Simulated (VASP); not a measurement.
# MnPt2 (P-3m1) in VASP: settings compared

The runs below take MnPt2 through single point, with r2SCAN, PBE.

Program: VASP 6.6.1. These are calculated values, not measurements. Logs are shortened: lines on timing, memory, paths and dates and some standing lists are left out, and cuts for length are marked.

### 1 The cell of the first run

The structure is trigonal, space group P-3m1 (No. 164). The conventional cell has a = 2.858 Å, b = 2.858 Å, c = 6.533 Å, α = 90.00°, β = 90.00°, γ = 120.00°. Within 3.5 Å of Pt (site symmetry 3m) lie 3 Mn at 2.64 Å and 9 Pt at 2.86 to 2.91 Å. Mn (site symmetry -3m) has 6 Pt at 2.64 Å and 6 Mn at 2.86 Å within 3.5 Å.

### 2 Single point, r2SCAN, collinear spin, ferromagnetic start

Input file POSCAR:

```
MnPt2
1.0
    2.8584044518      0.0000000000      0.0000000000
   -1.4292022259      2.4754508696      0.0000000000
    0.0000000000      0.0000000000      6.5325040000
Pt Mn
2 1
Direct
    0.6666666667      0.3333333333      0.3162060000
    0.3333333333      0.6666666667      0.6837940000
    0.0000000000      0.0000000000      0.0000000000
```

Input file INCAR.step1:

```
PREC = Accurate ; ENCUT = 550
ISMEAR = -1 ; SIGMA = 0.1
LREAL = F ; LASPH = T
NELM = 200 ; ISPIN = 2
MAGMOM = 0 0 4 ; LMAXMIX = 4
NBANDS = 28 ; GGA = PE
ALGO = Normal ; EDIFF = 1E-5
LWAVE = T ; LCHARG = F
GGA_COMPAT = F
```

Input file INCAR.step2:

```
PREC = Accurate ; ENCUT = 550
EDIFF = 1E-6 ; ISMEAR = -1
SIGMA = 0.1 ; LREAL = F
LASPH = T ; NELM = 200
ALGO = Normal ; ISIF = 2
LWAVE = F ; LCHARG = F
ISPIN = 2 ; MAGMOM = 0 0 4
LORBIT = 11 ; LMAXMIX = 4
METAGGA = R2SCAN ; LMIXTAU = T
NBANDS = 28 ; ISTART = 1
GGA_COMPAT = F
```

Input file KPOINTS:

```
regular mesh
0
Gamma
  12 12 5
```

Potentials or basis: VASP PAW PBE potentials, release 64 (Pt, Mn_pv).

Command:

```console
> cat potpaw_PBE.64/Pt/POTCAR potpaw_PBE.64/Mn_pv/POTCAR > POTCAR
> cp INCAR.step1 INCAR
> mpirun -np 1 vasp_std > vasp.out
> cp INCAR.step2 INCAR
> mpirun -np 1 vasp_std > vasp.out
```

OUTCAR:

```text
PREC = Accurate
   ENCUT = 550
   EDIFF = 1E-6
   ISMEAR = -1
   LREAL = F
   LASPH = T
   NELM = 200
   ISIF = 2
   ISPIN = 2
   LORBIT = 11
   METAGGA = R2SCAN
   ISTART = 1

 ion  position               nearest neighbor table
   1  0.667  0.333  0.316-   3 2.64   3 2.64   3 2.64   2 2.91   2 2.91   2 2.91
   2  0.333  0.667  0.684-   3 2.64   3 2.64   3 2.64   1 2.91   1 2.91   1 2.91
   3  0.000  0.000  0.000-   1 2.64   2 2.64   1 2.64   2 2.64   1 2.64   2 2.64

  LATTYP: Found a hexagonal cell.
 ALAT       =     2.8584044518
 C/A-ratio  =     2.2853672775

  Lattice vectors:

 A1 = (   2.8584044518,   0.0000000000,   0.0000000000)
 A2 = (  -1.4292022259,   2.4754508696,   0.0000000000)
 A3 = (   0.0000000000,   0.0000000000,   6.5325040000)

Analysis of symmetry for initial positions (statically):
=====================================================================
 Subroutine PRICEL returns:
 Original cell was already a primitive cell.

 Routine SETGRP: Setting up the symmetry group for a
 hexagonal supercell.

 Subroutine GETGRP returns: Found 12 space group operations
 (whereof 12 operations were pure point group operations)
 out of a pool of 24 trial point group operations.

The static configuration has the point symmetry D_3d.

Analysis of symmetry for dynamics (positions and initial velocities):
=====================================================================
 Subroutine PRICEL returns:
 Original cell was already a primitive cell.

 Routine SETGRP: Setting up the symmetry group for a
 hexagonal supercell.

 Subroutine GETGRP returns: Found 12 space group operations
 (whereof 12 operations were pure point group operations)
 out of a pool of 24 trial point group operations.

The dynamic configuration has the point symmetry D_3d.

Analysis of structural, dynamic, and magnetic symmetry:
=====================================================================
 Subroutine PRICEL returns:
 Original cell was already a primitive cell.

 Routine SETGRP: Setting up the symmetry group for a
 hexagonal supercell.

 Subroutine GETGRP returns: Found 12 space group operations
 (whereof 12 operations were pure point group operations)
 out of a pool of 24 trial point group operations.

The overall configuration has the point symmetry D_3d.

 Subroutine INISYM returns: Found 12 space group operations
 (whereof 12 operations are pure point group operations),
 and found     1 'primitive' translations

----------------------------------------------------------------------------------------

                                     Primitive cell

  volume of cell :      46.2230

  direct lattice vectors                    reciprocal lattice vectors
     2.858404452  0.000000000  0.000000000     0.349845523  0.201983407  0.000000000
    -1.429202226  2.475450870  0.000000000     0.000000000  0.403966814  0.000000000
     0.000000000  0.000000000  6.532504000     0.000000000  0.000000000  0.153080656

  length of vectors
     2.858404452  2.858404452  6.532504000     0.403966814  0.403966814  0.153080656

  position of ions in fractional coordinates (direct lattice)
     0.666666667  0.333333333  0.316206000
     0.333333333  0.666666667  0.683794000
     0.000000000  0.000000000  0.000000000

  ion indices of the primitive-cell ions
   primitive index   ion index
                 1           1
                 2           2
                 3           3

----------------------------------------------------------------------------------------

 KPOINTS: regular mesh

Automatic generation of k-mesh.
 Grid dimensions read from file:
 generate k-points for:   12   12    5

 Generating k-lattice:

  Cartesian coordinates                     Fractional coordinates (reciprocal lattice)
     0.029153794  0.016831951  0.000000000     0.083333333  0.000000000  0.000000000
     0.000000000  0.033663901  0.000000000     0.000000000  0.083333333  0.000000000
     0.000000000  0.000000000  0.030616131     0.000000000  0.000000000  0.200000000

  Length of vectors
     0.033663901  0.033663901  0.030616131

  Shift w.r.t. Gamma in fractional coordinates (k-lattice)
     0.000000000  0.000000000  0.000000000

 Subroutine IBZKPT returns following result:
 ===========================================

 Found     81 irreducible k-points:

 Following reciprocal coordinates:
            Coordinates               Weight
  0.000000  0.000000  0.000000      1.000000
  0.083333 -0.000000  0.000000      6.000000
  0.166667 -0.000000  0.000000      6.000000
  0.250000 -0.000000  0.000000      6.000000
  0.333333  0.000000  0.000000      6.000000
  0.416667  0.000000  0.000000      6.000000
[... 16 lines left out ...]
  0.166667 -0.000000  0.200000      6.000000
  0.000000  0.166667  0.200000      6.000000
 [... further k-points ...]
   k-points           NKPTS =     81   k-points in BZ     NKDIM =     81   number of bands    NBANDS=     28
   number of dos      NEDOS =    301   number of ions     NIONS =      3
   total plane-waves  NPLWV =  28800
   dimension x,y,z NGX =    24 NGY =   24 NGZ =   50
   dimension x,y,z NGXF=    48 NGYF=   48 NGZF=  100
   ions per type =               2   1
   NGX,Y,Z   is equivalent  to a cutoff of  13.96, 13.96, 12.72 a.u.
   NGXF,Y,Z  is equivalent  to a cutoff of  27.92, 27.92, 25.45 a.u.
 SYSTEM =  unknown system
   PREC   = accura    normal or accurate (medium, high low for compatibility)
   ISTART =      1    job   : 0-new  1-cont  2-samecut
   ICHARG =      0    charge: 1-file 2-atom 10-const
   ISPIN  =      2    spin polarized calculation?
   LNONCOLLINEAR =      F non collinear calculations
   LSORBIT =      F    spin-orbit coupling
   LASPH  =      T    aspherical Exc in radial PAW
   ENCUT  =  550.0 eV  40.42 Ry    6.36 a.u.   5.47  5.47 12.49*2*pi/ulx,y,z
   NELM   =    200;   NELMIN=  2; NELMDL=  0     # of ELM steps
   EDIFF  = 0.1E-05   stopping-criterion for ELM
   LREAL  =      F    real-space projection
   EDIFFG = 0.1E-04   stopping-criterion for IOM
   NSW    =      0    number of steps for IOM
   IBRION =     -1    ionic relax: 0-MD 1-quasi-New 2-CG
   NFREE  =      0    steps in history (QN), initial steepest desc. (CG)
   ISIF   =      2    stress and relaxation
   ISYM   =      2    0-nonsym 1-usesym 2-fastsym
   POTIM  = 0.5000    time-step for ionic-motion
   TEBEG  =    0.0;   TEEND  =   0.0 temperature during run
   PSTRESS=    0.0 pullay stress
   NELECT =      33.0000    total number of electrons
   NUPDOWN=      -1.0000    fix difference up-down
   EMIN   =  10.00;   EMAX   =-10.00  energy-range for DOS
   EFERMI =   0.00;   METHOD = LEGACY
   ISMEAR =    -1;   SIGMA  =   0.10  broadening in eV -4-tet -1-fermi 0-gaus
   EFERMI_NEDOS =   21; number of points for ismear=-14 and -15
   IALGO  =     38    algorithm
   IMIX   =      4    mixing-type and parameters
     AMIX     =   0.40;   BMIX     =  1.00
     AMIX_MAG =   1.60;   BMIX_MAG =  1.00
  volume/ion in A,a.u.               =      15.41       103.98
  Fermi-wavevector in a.u.,A,eV,Ry     =   1.463166  2.764983 29.128095  2.140855
  Thomas-Fermi vector in A             =   2.579293
   LORBIT       =     11    0 simple, 1 ext, 2 COOP (PROOUT), +10 PAW based schemes
   METAGGA = R2SCAN    functional components
   LHFCALC =     F    Hartree Fock is set to
   AEXX    =    0.0000 exact exchange contribution
   IVDW    =     0    specifies the selected vdW correction
   LEPSILON=     F    determine dielectric tensor
   LRPA    =     F    only Hartree local field effects (RPA)
 spin polarized calculation
  energy-cutoff  :      550.00
  volume of cell :       46.22
 maximum number of plane-waves:      1393
 NGX is ok and might be reduce to    24
   NGX = 11   NGY = 11   NGZ = 25

 number of electron      32.9999989 magnetization       4.8799085

 Free energy of the ion-electron system (eV)
  ---------------------------------------------------
  ext. energy  EPLUGINS =         0.00000000
  ---------------------------------------------------
  free energy    TOTEN  =      -119.07156188 eV

  energy without entropy =     -119.01699322  energy(sigma->0) =     -119.04427755

 E-fermi :   9.4877     XC(G=0): -13.8895

 val. band max:        9.4832453116   @ k =  -0.0833   0.4167   0.2000
 cond. band min:       9.4960881744   @ k =  -0.1667   0.4167   0.2000
 fundamental gap:      0.0128428628
 Fermi energy:         9.4877473165

 spin component 1

 k-point     1 :       0.0000    0.0000    0.0000
  band No.  band energies     occupation
      1     -42.9390      1.00000
      2     -42.9390      1.00000
      3     -42.9093      1.00000
      4      -0.1766      1.00000
      5       2.1958      1.00000
      6       3.1846      1.00000
[... 20 lines left out ...]
     27      29.0734      0.00000
     28      29.0734      0.00000

 k-point     2 :       0.0833   -0.0000    0.0000
  band No.  band energies     occupation
      1     -42.9478      1.00000
      2     -42.9412      1.00000
      3     -42.9082      1.00000
      4       0.0520      1.00000
      5       2.4214      1.00000
      6       3.3375      1.00000
[... 20 lines left out ...]
     27      27.3876      0.00000
     28      27.5585      0.00000

 k-point     3 :       0.1667   -0.0000    0.0000
  band No.  band energies     occupation
      1     -42.9717      1.00000
      2     -42.9471      1.00000
      3     -42.9052      1.00000
      4       0.7016      1.00000
      5       2.9990      1.00000
      6       3.7309      1.00000
[... 616 lines left out ...]
      3     -42.9053      1.00000
      4       0.8561      1.00000
      5       2.7302      1.00000
      6       3.6547      1.00000
[... 20 lines left out ...]
     27      26.2451      0.00000
     28      26.6563      0.00000

 k-point    24 :       0.0000    0.1667    0.2000
  band No.  band energies     occupation
      1     -42.9717      1.00000
      2     -42.9471      1.00000
      3     -42.9053      1.00000
      4       0.8786      1.00000
      5       2.7732      1.00000
      6       3.5791      1.00000
[... 20 lines left out ...]
     27      26.6495      0.00000
     28      27.2622      0.00000

 [... further k-points ...]

 spin component 2

 k-point     1 :       0.0000    0.0000    0.0000
  band No.  band energies     occupation
      1     -37.2827      1.00000
      2     -37.2465      1.00000
      3     -37.2465      1.00000
      4      -0.0381      1.00000
      5       2.3278      1.00000
      6       4.1876      1.00000
[... 20 lines left out ...]
     27      30.0044      0.00000
     28      30.1302      0.00000

 k-point     2 :       0.0833   -0.0000    0.0000
  band No.  band energies     occupation
      1     -37.2811      1.00000
      2     -37.2573      1.00000
      3     -37.2491      1.00000
      4       0.1950      1.00000
      5       2.5632      1.00000
      6       4.3222      1.00000
[... 20 lines left out ...]
     27      28.3243      0.00000
     28      28.4677      0.00000

 k-point     3 :       0.1667   -0.0000    0.0000
  band No.  band energies     occupation
      1     -37.2866      1.00000
      2     -37.2769      1.00000
      3     -37.2561      1.00000
      4       0.8591      1.00000
      5       3.1879      1.00000
      6       4.6289      1.00000
[... 616 lines left out ...]
      3     -37.2561      1.00000
      4       1.0116      1.00000
      5       2.9291      1.00000
      6       4.4517      1.00000
[... 20 lines left out ...]
     27      26.8599      0.00000
     28      26.9954      0.00000

 k-point    24 :       0.0000    0.1667    0.2000
  band No.  band energies     occupation
      1     -37.2866      1.00000
      2     -37.2769      1.00000
      3     -37.2561      1.00000
      4       1.0287      1.00000
      5       2.9497      1.00000
      6       4.3877      1.00000
[... 20 lines left out ...]
     27      26.9352      0.00000
     28      27.8425      0.00000

 [... further k-points ...]
[... 5 lines left out ...]
  --------------------------------------------------------------------------------------
  -------------------------------------------------------------------------------------
  Total       -0.5848087     -0.5848087     -0.2159517      0.0000000      0.0000000      0.0000000
  in kB      -20.2706050    -20.2706050     -7.4853065      0.0000000      0.0000000      0.0000000
  external PRESSURE =     -16.0088388 kB  Pullay stress =       0.0000000 kB

 VOLUME and BASIS-vectors are now :
 -----------------------------------------------------------------------------
  energy-cutoff  :      550.00
  volume of cell :       46.22
      direct lattice vectors                 reciprocal lattice vectors
     2.858404452  0.000000000  0.000000000     0.349845523  0.201983407  0.000000000
    -1.429202226  2.475450870  0.000000000     0.000000000  0.403966814  0.000000000
     0.000000000  0.000000000  6.532504000     0.000000000  0.000000000  0.153080656

 POSITION                                       TOTAL-FORCE (eV/Angst)
 -----------------------------------------------------------------------------------
      1.42920      0.82515      2.06562        -0.000000     -0.000000      0.061084
     -0.00000      1.65030      4.46689         0.000000      0.000000     -0.061084
      0.00000      0.00000      0.00000        -0.000000      0.000000      0.000000
 -----------------------------------------------------------------------------------
    total drift:                                0.000000     -0.000000     -0.000000

  FREE ENERGIE OF THE ION-ELECTRON SYSTEM (eV)
  ---------------------------------------------------
  free  energy   TOTEN  =      -119.0715618834 eV

  energy  without entropy=     -119.0169932181  energy(sigma->0) =     -119.04427755

 total charge

# of ion       s       p       d       tot
------------------------------------------
    1        0.653   0.526   8.075   9.254
    2        0.653   0.526   8.075   9.254
    3        0.342   6.267   4.934  11.543
--------------------------------------------------
tot          1.648   7.319  21.083  30.051

 magnetization (x)

# of ion       s       p       d       tot
------------------------------------------
    1       -0.022  -0.015   0.374   0.337
    2       -0.022  -0.015   0.374   0.337
    3        0.022   0.026   3.998   4.046
--------------------------------------------------
tot         -0.021  -0.003   4.745   4.721
```

It took 4.4 min on 1 thread of Intel Xeon 6975P-C (Granite Rapids), shared host; peak memory 0.32 GiB.

Results:

| Quantity | Value |
| --- | --- |
| Free energy | -119.0716 eV |
| Pressure | -1.6 GPa |
| Largest force | 0.061 eV/Å |
| Net moment | 4.88 μB per cell |
| Site moments | Pt +0.34; Mn +4.05 μB |
| Valence electrons inside the program's atomic spheres | Pt 9.25; Mn 11.54 |

Forces on the atoms (eV/Å):
```
Pt   0.000  0.000  0.061
Pt   0.000  0.000 -0.061
Mn   0.000  0.000  0.000
```

Caveat: the PAW data sets were made with another functional, which shifts forces and pressure a little; spin-orbit coupling is left out, which moves the levels of the heavy elements.

### 3 Single point, PBE, collinear spin, ferromagnetic start

Input file INCAR:

```
PREC = Accurate
ENCUT = 500
EDIFF = 1E-6
ISMEAR = -1
SIGMA = 0.1
LREAL = False
LASPH = True
NELM = 200
ALGO = Normal
ISIF = 2
LWAVE = False
LCHARG = False
ISPIN = 2
MAGMOM = 0 0 4
LORBIT = 11
LMAXMIX = 4
GGA = PE
NBANDS = 28
GGA_COMPAT = False
```

Input file KPOINTS:

```
regular mesh
0
Gamma
  8 8 3
```

POSCAR is that of step 2.

Potentials or basis: VASP PAW PBE potentials, release 64 (Pt, Mn_pv).

Command:

```console
> cat potpaw_PBE.64/Pt/POTCAR potpaw_PBE.64/Mn_pv/POTCAR > POTCAR
> mpirun -np 1 vasp_std > vasp.out
```

Run time: 1.8 min. Hardware: 1 thread of Intel Xeon 8259CL, shared host; peak memory 0.22 GiB.

Results (log left out):

```
Free energy                                           : -21.8263 eV
Pressure                                              : -1.4 GPa
Largest force                                         : 0.011 eV/Å
Net moment                                            : 4.34 μB per cell
Site moments                                          : Pt +0.24; Mn +3.70 μB
Valence electrons inside the program's atomic spheres : Pt 9.23; Mn 11.55
```

Forces on the atoms (eV/Å):
```
Pt   0.000  0.000  0.011
Pt   0.000  0.000 -0.011
Mn   0.000  0.000  0.000
```

Stress tensor (GPa, compression positive):
```
-1.56  0.00  0.00
 0.00 -1.56  0.00
 0.00  0.00 -1.16
```

Levels at points of the mesh, in eV from the Fermi level:
Spin up:
| k point | band 16 | band 17 | band 18 | band 19 | band 20 | band 21 | band 22 | band 23 |
| --- | --- | --- | --- | --- | --- | --- | --- | --- |
| (0.00, 0.00, 0.00) | -1.55 | -1.55 | -1.02 | -1.02 | -0.79 | -0.79 | 10.13 | 11.17 |
| (0.50, 0.00, 0.00) | -0.22 | -0.10 | 0.23 | 1.59 | 1.82 | 2.05 | 5.77 | 5.84 |
Spin down:
| k point | band 12 | band 13 | band 14 | band 15 | band 16 | band 17 | band 18 | band 19 |
| --- | --- | --- | --- | --- | --- | --- | --- | --- |
| (0.00, 0.00, 0.00) | -2.36 | -1.84 | -1.84 | -0.89 | -0.89 | 0.71 | 1.32 | 1.32 |
| (0.50, 0.00, 0.00) | -1.06 | 0.11 | 0.11 | 0.18 | 1.64 | 2.02 | 2.33 | 2.54 |

Caveat: spin-orbit coupling is left out, which moves the levels of the heavy elements.
